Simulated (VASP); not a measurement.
Write the native input for VASP 6.6.1 that does the following.

```
Task                   : single point
Functional             : PBE
Potentials or basis    : VASP PAW PBE potentials, release 64 (Sr_sv, Cl)
Cutoff                 : 520 eV
k mesh                 : 6 × 6 × 6
Occupations            : fermi-dirac, width 0.02 eV
Spin                   : no spin polarisation
Dipole correction      : no
Further INCAR settings : ALGO = Normal; EDIFF = 1e-06; NBANDS = 19
```

The structure of SrCl2 lies in POSCAR:

```
SrCl2
1.0
    0.0000000000      3.4883500000      3.4883500000
    3.4883500000      0.0000000000      3.4883500000
    3.4883500000      3.4883500000      0.0000000000
Sr Cl
1 2
Direct
    0.0000000000      0.0000000000      0.0000000000
    0.2500000000      0.2500000000      0.2500000000
    0.7500000000      0.7500000000      0.7500000000
```

The input as run:

INCAR

```
SYSTEM = SrCl2
PREC = Accurate ; ENCUT = 520
EDIFF = 1E-6 ; ISMEAR = -1
SIGMA = 0.02 ; LREAL = .False.
LASPH = .True. ; NELM = 100
ALGO = Normal ; ISIF = 2
LWAVE = .False. ; LCHARG = .False.
GGA = PE ; NBANDS = 19
```

KPOINTS

```
Automatic mesh
0
Gamma
  6 6 6
  0 0 0
```

Potentials or basis: VASP PAW PBE potentials, release 64 (Sr_sv, Cl).

Command:

```console
$ cat potpaw_PBE.64/Sr_sv/POTCAR potpaw_PBE.64/Cl/POTCAR > POTCAR
$ mpirun -np 1 vasp_std > vasp.out
```

It gave:

```json
{"Pressure": "1.1 GPa", "Band gap on the k mesh": "5.34 eV, indirect (least direct gap 5.51 eV)"}
```

Wall time 31 s on 1 thread of AMD EPYC 7R13 Processor (Zen 3) (shared host), peak memory 0.21 GiB.
